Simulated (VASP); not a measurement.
# GaAs in VASP: notebook, part 2 of 2

VASP 6.6.1.

## 4. Single point, PBEsol (strain along c alone, the other axes held: -2.0 %)

INCAR

```
PREC     = Accurate       # precision mode
ENCUT    = 520            # plane-wave cutoff, eV
EDIFF    = 1E-7           # SCF threshold, eV
ISMEAR   = 0              # smearing method
SIGMA    = 0.01           # smearing width, eV
LREAL    = False          # projectors in reciprocal space
LASPH    = True           # aspherical terms in the spheres
NELM     = 80             # most SCF steps
ALGO     = Normal         # electronic algorithm
ISIF     = 2              # what is computed and relaxed
LWAVE    = False          # write WAVECAR
LCHARG   = False          # write CHGCAR
GGA      = PS             # functional
NBANDS   = 26             # bands
```

KPOINTS

```
Automatic mesh
0
Gamma
  10 10 6
```

POSCAR

```
GaAs
1.0
    2.8289764104      2.8289764104      0.0000000000
   -2.8289764104      2.8289764104      0.0000000000
    0.0000000000      0.0000000000      5.5447937645
Ga As
2 2
Direct
    0.0000000000      0.0000000000      0.0000000000
    0.5000000000      0.5000000000      0.5000000000
    0.5000000000      0.0000000000      0.7500000000
    0.0000000000      0.5000000000      0.2500000000
```

Potentials or basis: VASP PAW PBE potentials, release 64 (Ga_d, As).

The run is started by

```
$ cat potpaw_PBE.64/Ga_d/POTCAR potpaw_PBE.64/As/POTCAR > POTCAR
$ mpirun -np 1 vasp_std > vasp.out
```

OUTCAR:

```text
PREC = Accurate
   ENCUT = 520
   EDIFF = 1E-7
   ISMEAR = 0
   LREAL = False
   LASPH = True
   NELM = 80
   ISIF = 2
   GGA = PS

 ion  position               nearest neighbor table
   1  0.000  0.000  0.000-   3 2.43   4 2.43   4 2.43   3 2.43
   2  0.500  0.500  0.500-   3 2.43   4 2.43   3 2.43   4 2.43
   3  0.500  0.000  0.750-   1 2.43   2 2.43   2 2.43   1 2.43
   4  0.000  0.500  0.250-   1 2.43   2 2.43   1 2.43   2 2.43

  LATTYP: Found a simple tetragonal cell.
 ALAT       =     4.0007768072
[... 906 lines left out ...]
     26      11.9348      0.00000

 [... further k-points ...]
[... 5 lines left out ...]
  --------------------------------------------------------------------------------------
  -------------------------------------------------------------------------------------
  Total        0.7159596      0.7159596      1.3580200      0.0000000      0.0000000      0.0000000
  in kB       12.9248360     12.9248360     24.5156108      0.0000000      0.0000000      0.0000000
  external PRESSURE =      16.7884276 kB  Pullay stress =       0.0000000 kB

 VOLUME and BASIS-vectors are now :
 -----------------------------------------------------------------------------
  energy-cutoff  :      520.00
  volume of cell :       88.75
      direct lattice vectors                 reciprocal lattice vectors
     2.828976410  2.828976410  0.000000000     0.176742372  0.176742372  0.000000000
    -2.828976410  2.828976410  0.000000000    -0.176742372  0.176742372  0.000000000
     0.000000000  0.000000000  5.544793764     0.000000000  0.000000000  0.180349359

 POSITION                                       TOTAL-FORCE (eV/Angst)
 -----------------------------------------------------------------------------------
      0.00000      0.00000      0.00000        -0.000000     -0.000000     -0.000000
      0.00000      2.82898      2.77240         0.000000      0.000000      0.000000
      1.41449      1.41449      4.15860         0.000000      0.000000     -0.000000
     -1.41449      1.41449      1.38620         0.000000      0.000000     -0.000000
 -----------------------------------------------------------------------------------
    total drift:                               -0.000000      0.000000      0.000000

  FREE ENERGIE OF THE ION-ELECTRON SYSTEM (eV)
  ---------------------------------------------------
  free  energy   TOTEN  =       -18.1697364490 eV

  energy  without entropy=      -18.1697364490  energy(sigma->0) =      -18.16973645
```

OSZICAR:

```text
N       E                     dE             d eps       ncg     rms          rms(c)
DAV:   1     0.235049565343E+03    0.23505E+03   -0.17232E+04  4512   0.196E+03
DAV:   2     0.956129388969E+01   -0.22549E+03   -0.21668E+03  4688   0.422E+02
DAV:   3    -0.177275318593E+02   -0.27289E+02   -0.26981E+02  5492   0.121E+02
DAV:   4    -0.185602372404E+02   -0.83271E+00   -0.83043E+00  4944   0.216E+01
DAV:   5    -0.185780347450E+02   -0.17798E-01   -0.17784E-01  5498   0.307E+00    0.424E+00
DAV:   6    -0.182364210471E+02    0.34161E+00   -0.50219E-01  6444   0.116E+01    0.241E+00
DAV:   7    -0.181721412976E+02    0.64280E-01   -0.22758E-01  5826   0.305E+00    0.740E-01
DAV:   8    -0.181695707176E+02    0.25706E-02   -0.37296E-02  5380   0.241E+00    0.193E-01
DAV:   9    -0.181696702559E+02   -0.99538E-04   -0.44313E-03  5512   0.109E+00    0.631E-02
DAV:  10    -0.181696873987E+02   -0.17143E-04   -0.57809E-04  5116   0.220E-01    0.275E-02
DAV:  11    -0.181697370999E+02   -0.49701E-04   -0.11592E-04  5372   0.714E-02    0.118E-02
DAV:  12    -0.181697364846E+02    0.61529E-06   -0.94392E-06  4794   0.259E-02    0.822E-03
DAV:  13    -0.181697370466E+02   -0.56204E-06   -0.45626E-06  5298   0.953E-03    0.674E-03
DAV:  14    -0.181697363949E+02    0.65171E-06   -0.14233E-06  3968   0.497E-03    0.986E-04
DAV:  15    -0.181697364490E+02   -0.54079E-07   -0.12508E-07  3312   0.192E-03
   1 F= -.18169736E+02 E0= -.18169736E+02  d E =-.364699E-68
```

Wall time 5.2 min (1 thread of AMD EPYC 7R13, shared host); peak memory 0.27 GiB.

Results:

* Free energy: -18.1697 eV
* Pressure: 1.7 GPa
* Band gap on the k mesh: 0.51 eV

Levels at points of the mesh, in eV from the valence-band top:
```tsv
k point	band 16	band 17	band 18	band 19	band 20	band 21
(0.00, 0.00, 0.00)	-0.11	-0.11	0.00	0.51	1.16	1.36
(0.50, 0.00, 0.00)	-3.49	-1.43	-1.43	2.53	2.53	5.57
(0.50, 0.50, 0.00)	-2.80	-2.78	-2.78	1.28	1.28	1.55
(0.00, 0.00, 0.50)	-1.89	-1.89	-1.89	1.70	1.70	3.19
(0.50, 0.00, 0.50)	-1.33	-1.17	-1.17	0.90	0.90	4.44
(0.50, 0.50, 0.50)	-3.74	-3.55	-3.55	4.69	4.69	4.76
```

Caveat: the cell differs from its parent crystal (strain along c alone, the other axes held: -2.0 %); semilocal functionals underestimate gaps, and a narrow one can read as zero; the PAW data sets were made with another functional, which shifts forces and pressure a little. A k mesh can miss the band edges.

## 5. Summary

| cell | k mesh | gap on the mesh (eV) | pressure (GPa) |
| --- | --- | --- | --- |
| a = 4.001 Å, angles 60.0°, 2 atoms, atomic positions A | 10 × 10 × 10 | 0.44 | 0.2 |
| a = 4.001, b = 4.001, c = 5.997 Å, 4 atoms, atomic positions B | 10 × 10 × 6 | none | -3.4 |
| a = 4.001, b = 4.001, c = 5.545 Å, 4 atoms, atomic positions B | 10 × 10 × 6 | 0.51 | 1.7 |

Alike in all rows: task single point; level PBEsol; potentials or basis VASP PAW PBE potentials, release 64 (Ga_d, As); no spin polarisation; cutoff (eV) 520; smearing gaussian 0.01 eV.

Caveats: semilocal functionals underestimate gaps, and a narrow one can read as zero; the PAW data sets were made with another functional, which shifts forces and pressure a little; the cell stands under tension (at least some runs).

Total energies depend on the potentials used, so only differences within one code and one set of settings carry meaning.
